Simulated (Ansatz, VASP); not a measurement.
# One calculation of Sb, two programs

File INCAR:

```
PREC = Accurate
ENCUT = 600
EDIFF = 1E-6
ISMEAR = 0
SIGMA = 0.1
LREAL = False
LASPH = True
NELM = 80
ALGO = Fast
ISIF = 3
LWAVE = False
LCHARG = False
GGA = PS
IBRION = 2
NSW = 80
EDIFFG = -0.01
```

Contents of KPOINTS:

```
regular mesh
0
Gamma
  16 16 16
```

File POSCAR:

```
Sb
1.0
   -1.8713599382      1.8713599382      1.8713599382
    1.8713599382     -1.8713599382      1.8713599382
    1.8713599382      1.8713599382     -1.8713599382
Sb
1
Direct
    0.0000000000      0.0000000000      0.0000000000
```

Input for Ansatz:

```yaml
crystal:
  lattice:
    - [-1.8713599382, 1.8713599382, 1.8713599382]
    - [1.8713599382, -1.8713599382, 1.8713599382]
    - [1.8713599382, 1.8713599382, -1.8713599382]
  atoms:
    - { symbol: Sb, position: [0.0, 0.0, 0.0] }
basis:
  ecutwfc: 420
kpoints:
  mp_grid: { grid: [16, 16, 16] }
hamiltonian:
  xc: pbesol
scf:
  occupations: { method: gaussian, width: 0.1 }
output:
  forces: true
  stress: true
  eigenvalues: true
relax:
  adjacent_minimum: "off"
  f_tol: 0.01
  max_steps: 60
  cell: { stress_tol: 0.1 }
```

Alike in both runs: task relaxation of cell and atoms; functional PBEsol; k mesh 16 × 16 × 16; occupations gaussian, width 0.1 eV; no spin polarisation.

```csv
,VASP,Ansatz
version,VASP 6.6.1,Ansatz 0.2.0
potentials or method,"VASP PAW PBE potentials, release 64 (Sb), cutoff 600 eV","scalar-relativistic, plane waves, PAW"
valence electrons in the cell,5,15
```

|  | VASP | Ansatz | Ansatz less VASP |
| --- | --- | --- | --- |
| gap on the k mesh at the Fermi level, each at its own relaxed structure (eV) | none | none | - |
| relaxed volume (Å³/atom) | 25.93 | 25.93 | 0.000 |
| relaxed cell length with the largest relative difference (Å) | 3.230 | 3.230 | 0.0000 |

VASP's potentials were made for PBE, not for PBEsol. A gap of «none» marks a metal or a gap that the smearing closes. VASP's potentials hold 5 valence electrons a cell and Ansatz's 15, so a difference there can come from the potentials and not from the codes.

Spin-orbit coupling is off throughout.
